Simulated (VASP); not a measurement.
# MgH2 (Fm-3m) in VASP: further runs

The runs below take MgH2 through single point, relaxation of cell and atoms, with LDA.

All numbers are computed with VASP 6.6.1; they aren't measurements. Logs are shortened: lines on timing, memory, paths and dates and some standing lists are left out, and cuts for length are marked.

## Step 1: The cell of the first run

Symmetry: Fm-3m, No. 225, cubic system. The conventional cell has a = 4.668 Å, b = 4.668 Å, c = 4.668 Å, α = 90.00°, β = 90.00°, γ = 90.00°. Mg (site symmetry m-3m) has 8 H at 2.02 Å within 2.7 Å. H (site symmetry -43m) has 4 Mg at 2.02 Å and 6 H at 2.33 Å within 2.7 Å.

## Step 2: Single point, LDA

INCAR

```
SYSTEM = MgH2
PREC = Accurate ; ENCUT = 600
EDIFF = 1E-6 ; ISMEAR = -1
SIGMA = 0.02 ; LREAL = .False.
LASPH = .True. ; NELM = 120
ALGO = Normal ; ISIF = 2
LWAVE = .False. ; LCHARG = .False.
GGA = CA ; NBANDS = 9
GGA_COMPAT = .False.
```

KPOINTS

```
regular mesh
0
Gamma
  7 7 7
  0 0 0
```

POSCAR

```
MgH2
1.0
    0.0000000000      2.3339286205      2.3339286205
    2.3339286205      0.0000000000      2.3339286205
    2.3339286205      2.3339286205      0.0000000000
Mg H
1 2
Direct
    0.0000000000      0.0000000000      0.0000000000
    0.7500000000      0.7500000000      0.7500000000
    0.2500000000      0.2500000000      0.2500000000
```

Potentials or basis: VASP PAW LDA potentials, release 64 (Mg, H).

Started as:

```sh
> cat potpaw_LDA.64/Mg/POTCAR potpaw_LDA.64/H/POTCAR > POTCAR
> mpirun -np 1 vasp_std > vasp.out
```

OUTCAR:

```text
SYSTEM = MgH2
   PREC = Accurate
   ENCUT = 600
   EDIFF = 1E-6
   ISMEAR = -1
   LREAL = .False.
   LASPH = .True.
   NELM = 120
   ISIF = 2
   GGA = CA

 ion  position               nearest neighbor table
   1  0.000  0.000  0.000-   2 2.02   2 2.02   2 2.02   2 2.02   3 2.02   3 2.02   3 2.02   3 2.02

   2  0.750  0.750  0.750-   1 2.02   1 2.02   1 2.02   1 2.02
   3  0.250  0.250  0.250-   1 2.02   1 2.02   1 2.02   1 2.02

  LATTYP: Found a face centered cubic cell.
 ALAT       =     4.6678572410

  Lattice vectors:

 A1 = (   0.0000000000,   2.3339286205,   2.3339286205)
 A2 = (   2.3339286205,   0.0000000000,   2.3339286205)
 A3 = (   2.3339286205,   2.3339286205,   0.0000000000)

Analysis of symmetry for initial positions (statically):
=====================================================================
 Subroutine PRICEL returns:
 Original cell was already a primitive cell.

 Routine SETGRP: Setting up the symmetry group for a
 face centered cubic supercell.

 Subroutine GETGRP returns: Found 48 space group operations
 (whereof 48 operations were pure point group operations)
 out of a pool of 48 trial point group operations.

The static configuration has the point symmetry O_h .

Analysis of symmetry for dynamics (positions and initial velocities):
=====================================================================
 Subroutine PRICEL returns:
 Original cell was already a primitive cell.

 Routine SETGRP: Setting up the symmetry group for a
 face centered cubic supercell.

 Subroutine GETGRP returns: Found 48 space group operations
 (whereof 48 operations were pure point group operations)
 out of a pool of 48 trial point group operations.

The dynamic configuration has the point symmetry O_h .

 Subroutine INISYM returns: Found 48 space group operations
 (whereof 48 operations are pure point group operations),
 and found     1 'primitive' translations

----------------------------------------------------------------------------------------

                                     Primitive cell

  volume of cell :      25.4269

  direct lattice vectors                    reciprocal lattice vectors
     0.000000000  2.333928621  2.333928621    -0.214231059  0.214231059  0.214231059
     2.333928621  0.000000000  2.333928621     0.214231059 -0.214231059  0.214231059
     2.333928621  2.333928621  0.000000000     0.214231059  0.214231059 -0.214231059

  length of vectors
     3.300673509  3.300673509  3.300673509     0.371059079  0.371059079  0.371059079

  position of ions in fractional coordinates (direct lattice)
     0.000000000  0.000000000  0.000000000
     0.750000000  0.750000000  0.750000000
     0.250000000  0.250000000  0.250000000

  ion indices of the primitive-cell ions
   primitive index   ion index
                 1           1
                 2           2
                 3           3

----------------------------------------------------------------------------------------

 KPOINTS: regular mesh

Automatic generation of k-mesh.
 Grid dimensions read from file:
 generate k-points for:    7    7    7

 Generating k-lattice:

  Cartesian coordinates                     Fractional coordinates (reciprocal lattice)
    -0.030604437  0.030604437  0.030604437     0.142857143  0.000000000  0.000000000
     0.030604437 -0.030604437  0.030604437     0.000000000  0.142857143  0.000000000
     0.030604437  0.030604437 -0.030604437     0.000000000  0.000000000  0.142857143

  Length of vectors
     0.053008440  0.053008440  0.053008440

  Shift w.r.t. Gamma in fractional coordinates (k-lattice)
     0.000000000  0.000000000  0.000000000

 Subroutine IBZKPT returns following result:
 ===========================================

 Found     20 irreducible k-points:

 Following reciprocal coordinates:
            Coordinates               Weight
  0.000000  0.000000  0.000000      1.000000
  0.142857  0.000000  0.000000      8.000000
  0.285714  0.000000  0.000000      8.000000
  0.428571  0.000000  0.000000      8.000000
  0.142857  0.142857  0.000000      6.000000
  0.285714  0.142857  0.000000     24.000000
[... 12 lines left out ...]
 -0.428571  0.428571  0.142857     24.000000
 -0.285714  0.428571  0.142857     24.000000
   k-points           NKPTS =     20   k-points in BZ     NKDIM =     20   number of bands    NBANDS=      9
   number of dos      NEDOS =    301   number of ions     NIONS =      3
   total plane-waves  NPLWV =  21952
   dimension x,y,z NGX =    28 NGY =   28 NGZ =   28
   dimension x,y,z NGXF=    56 NGYF=   56 NGZF=   56
   ions per type =               1   2
   NGX,Y,Z   is equivalent  to a cutoff of  14.10, 14.10, 14.10 a.u.
   NGXF,Y,Z  is equivalent  to a cutoff of  28.21, 28.21, 28.21 a.u.
 SYSTEM =  MgH2
   PREC   = accura    normal or accurate (medium, high low for compatibility)
   ISTART =      0    job   : 0-new  1-cont  2-samecut
   ICHARG =      2    charge: 1-file 2-atom 10-const
   ISPIN  =      1    spin polarized calculation?
   LNONCOLLINEAR =      F non collinear calculations
   LSORBIT =      F    spin-orbit coupling
   LASPH  =      T    aspherical Exc in radial PAW
   ENCUT  =  600.0 eV  44.10 Ry    6.64 a.u.   6.59  6.59  6.59*2*pi/ulx,y,z
   NELM   =    120;   NELMIN=  2; NELMDL= -5     # of ELM steps
   EDIFF  = 0.1E-05   stopping-criterion for ELM
   LREAL  =      F    real-space projection
   EDIFFG = 0.1E-04   stopping-criterion for IOM
   NSW    =      0    number of steps for IOM
   IBRION =     -1    ionic relax: 0-MD 1-quasi-New 2-CG
   NFREE  =      0    steps in history (QN), initial steepest desc. (CG)
   ISIF   =      2    stress and relaxation
   ISYM   =      2    0-nonsym 1-usesym 2-fastsym
   POTIM  = 0.5000    time-step for ionic-motion
   TEBEG  =    0.0;   TEEND  =   0.0 temperature during run
   PSTRESS=    0.0 pullay stress
   NELECT =       4.0000    total number of electrons
   NUPDOWN=      -1.0000    fix difference up-down
   EMIN   =  10.00;   EMAX   =-10.00  energy-range for DOS
   EFERMI =   0.00;   METHOD = LEGACY
   ISMEAR =    -1;   SIGMA  =   0.02  broadening in eV -4-tet -1-fermi 0-gaus
   EFERMI_NEDOS =   21; number of points for ismear=-14 and -15
   IALGO  =     38    algorithm
   IMIX   =      4    mixing-type and parameters
     AMIX     =   0.40;   BMIX     =  1.00
     AMIX_MAG =   1.60;   BMIX_MAG =  1.00
  volume/ion in A,a.u.               =       8.48        57.20
  Fermi-wavevector in a.u.,A,eV,Ry     =   0.883752  1.670050 10.626399  0.781018
  Thomas-Fermi vector in A             =   2.004561
   LORBIT       =      0    0 simple, 1 ext, 2 COOP (PROOUT), +10 PAW based schemes
   GGA     = CA    functional components
   LHFCALC =     F    Hartree Fock is set to
   AEXX    =    0.0000 exact exchange contribution
   IVDW    =     0    specifies the selected vdW correction
   LEPSILON=     F    determine dielectric tensor
   LRPA    =     F    only Hartree local field effects (RPA)
 non-spin polarized calculation
  energy-cutoff  :      600.00
  volume of cell :       25.43
 maximum number of plane-waves:       869
   NGX = 13   NGY = 13   NGZ = 13

 number of electron       3.9999999 magnetization

 Free energy of the ion-electron system (eV)
  ---------------------------------------------------
  ext. energy  EPLUGINS =         0.00000000
  ---------------------------------------------------
  free energy    TOTEN  =        -9.19890378 eV

  energy without entropy =       -9.19837414  energy(sigma->0) =       -9.19863896

 E-fermi :   3.2654     XC(G=0):  -9.5099

 val. band max:        2.7995110096   @ k =  -0.4286   0.4286   0.0000
 cond. band min:       3.2663553512   @ k =   0.4286   0.4286   0.0000
 fundamental gap:      0.4668443416
 Fermi energy:         3.2654347867

 k-point     1 :       0.0000    0.0000    0.0000
  band No.  band energies     occupation
      1      -7.2706      2.00000
      2       4.3768      0.00000
      3      12.5191      0.00000
      4      12.5191      0.00000
      5      12.5191      0.00000
      6      15.2576      0.00000
      7      15.2576      0.00000
      8      15.2576      0.00000
      9      16.3601      0.00000

 k-point     2 :       0.1429    0.0000    0.0000
  band No.  band energies     occupation
      1      -6.8804      2.00000
      2       3.4374      0.00037
      3      11.1827      0.00000
      4      12.0836      0.00000
      5      12.0836      0.00000
      6      14.8651      0.00000
      7      16.2399      0.00000
      8      16.2399      0.00000
      9      17.0874      0.00000

 k-point     3 :       0.2857    0.0000    0.0000
  band No.  band energies     occupation
      1      -5.7316      2.00000
      2       1.1478      2.00000
      3      10.0869      0.00000
      4      11.7083      0.00000
      5      11.7083      0.00000
      6      12.7212      0.00000
      7      14.4684      0.00000
      8      14.4684      0.00000
      9      19.0684      0.00000

 k-point     4 :       0.4286    0.0000    0.0000
  band No.  band energies     occupation
      1      -3.8939      2.00000
      2      -1.5045      2.00000
      3       9.9857      0.00000
      4      11.1131      0.00000
      5      11.9153      0.00000
      6      11.9153      0.00000
      7      12.8576      0.00000
      8      12.8576      0.00000
      9      22.2245      0.00000
[... 157 lines left out ...]
 k-point    18 :      -0.4286    0.2857    0.1429
  band No.  band energies     occupation
      1      -3.0658      2.00000
      2      -1.0385      2.00000
      3       5.7212      0.00000
      4       6.4972      0.00000
      5      11.8933      0.00000
      6      13.0606      0.00000
      7      17.1467      0.00000
      8      19.0159      0.00000
      9      19.6384      0.00000

 k-point    19 :      -0.4286    0.4286    0.1429
  band No.  band energies     occupation
      1      -2.7952      2.00000
      2      -0.1421      2.00000
      3       3.7807      0.00000
      4       6.0354      0.00000
      5      10.0011      0.00000
      6      14.0760      0.00000
      7      16.5821      0.00000
      8      21.4467      0.00000
      9      22.9819      0.00000

 k-point    20 :      -0.2857    0.4286    0.1429
  band No.  band energies     occupation
      1      -1.6697      2.00000
      2      -1.4982      2.00000
      3       3.8479      0.00000
      4       5.4642      0.00000
      5      11.4453      0.00000
      6      14.4578      0.00000
      7      16.7296      0.00000
      8      19.0510      0.00000
      9      21.7136      0.00000

------------------------ aborting loop because EDIFF is reached ----------------------------------------

  FORCE on cell =-STRESS in cart. coord.  units (eV):
  Direction    XX          YY          ZZ          XY          YZ          ZX
  --------------------------------------------------------------------------------------
  -------------------------------------------------------------------------------------
  Total       -0.1100277     -0.1100277     -0.1100277      0.0000000     -0.0000000      0.0000000
  in kB       -6.9329767     -6.9329767     -6.9329767      0.0000000     -0.0000000      0.0000000
  external PRESSURE =      -6.9329767 kB  Pullay stress =       0.0000000 kB

 VOLUME and BASIS-vectors are now :
 -----------------------------------------------------------------------------
  energy-cutoff  :      600.00
  volume of cell :       25.43
      direct lattice vectors                 reciprocal lattice vectors
     0.000000000  2.333928621  2.333928621    -0.214231059  0.214231059  0.214231059
     2.333928621  0.000000000  2.333928621     0.214231059 -0.214231059  0.214231059
     2.333928621  2.333928621  0.000000000     0.214231059  0.214231059 -0.214231059

 POSITION                                       TOTAL-FORCE (eV/Angst)
 -----------------------------------------------------------------------------------
      0.00000      0.00000      0.00000        -0.000000      0.000000     -0.000000
      3.50089      3.50089      3.50089        -0.000000     -0.000000     -0.000000
      1.16696      1.16696      1.16696         0.000000      0.000000      0.000000
 -----------------------------------------------------------------------------------
    total drift:                                0.000000      0.000000      0.000000

  FREE ENERGIE OF THE ION-ELECTRON SYSTEM (eV)
  ---------------------------------------------------
  free  energy   TOTEN  =        -9.1989037814 eV

  energy  without entropy=       -9.1983741361  energy(sigma->0) =       -9.19863896
```

Wall time 2.8 s (1 thread of Intel Xeon 6975P-C (Granite Rapids), shared host); peak memory 0.14 GiB.

Results:

| Property | Result |
| --- | --- |
| Free energy | -9.1989 eV |
| Pressure | -0.7 GPa |
| Band gap on the k mesh | zero (bands 2 and 3 overlap by 1.58 eV) |

(Continued in part 2 of 2.)
